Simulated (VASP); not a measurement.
AgB2:

```xyz
3
Lattice="2.9620 0.0000 0.0000 -1.4810 2.5652 0.0000 0.0000 0.0000 3.3221" Properties=species:S:1:pos:R:3 pbc="T T T"
Ag    0.0000    0.0000    2.5941
B     0.0000    1.7101    2.0250
B     1.4810    0.8551    2.0250
```

```yaml
Program: VASP 6.6.1
Task: relaxation of cell and atoms
Functional: PBE
Potentials_or_basis: VASP PAW PBE potentials, release 64 (Ag, B)
Cutoff: 600 eV
k_mesh: 6 × 6 × 6
Occupations: gaussian, width 0.1 eV
Spin: no spin polarisation
```

At the start: pressure 211.9 GPa; volume 8.41 Å³/atom.

Where does the relaxation end?

Over 19 steps the energy falls by 3553.7 meV/atom and the volume is 10.67 Å³/atom (+26.9 %); space group P6/mmm (No. 191, to 0.05 Å).

Step by step:
```
step  energy change (eV)  largest force (eV/Å)  pressure (GPa)  volume (Å³)
   1              0.0000               13.2842          211.85        25.24
   2             -1.6089                0.1540          -14.54        87.89
   3             -3.0158                0.3269          -15.62        74.57
   4             -4.1795                0.4202          -18.82        65.13
   5             -7.9339                0.7152          -17.20        42.36
   6             -7.7144                4.1028           28.16        33.13
   7             -8.2507                1.6288           -6.73        38.64
   8             -8.2639                2.0198           -1.78        37.49
   9             -8.2654                1.9204           -3.10        37.77
  10             -8.6460                2.2928           -4.88        37.15
  11             -9.9774                1.4633          -11.05        35.14
  12             -9.5764                3.9657           31.70        30.48
  13            -10.5411                0.0985           -8.67        33.59
  14            -10.5795                0.5818           -5.36        33.07
  15            -10.4617                0.7663           17.70        29.59
  16            -10.6241                0.6445            1.25        31.84
  17            -10.6583                0.1613           -0.36        32.23
  18            -10.6591                0.0875           -0.56        32.29
  19            -10.6610                0.0102            0.42        32.02
```

Final structure:
```cif
data_structure
_symmetry_space_group_name_H-M 'P 1'
_symmetry_Int_Tables_number 1
_cell_length_a 3.0194
_cell_length_b 3.0194
_cell_length_c 4.0557
_cell_angle_alpha 90.000
_cell_angle_beta 90.000
_cell_angle_gamma 120.000
_cell_volume 32.02
loop_
_atom_site_label
_atom_site_type_symbol
_atom_site_fract_x
_atom_site_fract_y
_atom_site_fract_z
_atom_site_occupancy
Ag1 Ag 0.00000 0.00000 0.00029 1
B1 B 0.33333 0.66667 0.49985 1
B2 B 0.66667 0.33333 0.49985 1
```

Caveat: the k points lie up to 0.40 Å⁻¹ apart in the final cell; the volume moved by over 15 % at a fixed basis, so the end points are rough.
